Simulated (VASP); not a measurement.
Input of a VASP 6.6.1 run:

Contents of INCAR:

```
  PREC = Accurate
  ENCUT = 520
  EDIFF = 1E-6
  ISMEAR = -1
  SIGMA = 0.1
  LREAL = False
  LASPH = True
  NELM = 100
  ALGO = Normal
  ISIF = 2
  LWAVE = False
  LCHARG = False
  GGA = RP
  NBANDS = 8
```

Contents of KPOINTS:

```
regular mesh
0
Gamma
  31 31 31
```

POSCAR

```
B
1.0
   -1.1759857076      1.1759857076      1.1759857076
    1.1759857076     -1.1759857076      1.1759857076
    1.1759857076      1.1759857076     -1.1759857076
B
1
Direct
    0.0000000000      0.0000000000      0.0000000000
```

Potentials or basis: VASP PAW PBE potentials, release 64 (B).

Command:

```sh
$ cat potpaw_PBE.64/B/POTCAR > POTCAR
$ mpirun -np 1 vasp_std > vasp.out
```

**Question.** What does it give for the pressure?

**Answer.** -8.0 GPa.

**Question.** What does it give for the band gap on the k mesh?

**Answer.** Zero (an odd number of electrons rules out a gap without spin polarisation).

Caveat: the cell stands under tension; the PAW data sets were made with another functional, which shifts forces and pressure a little.
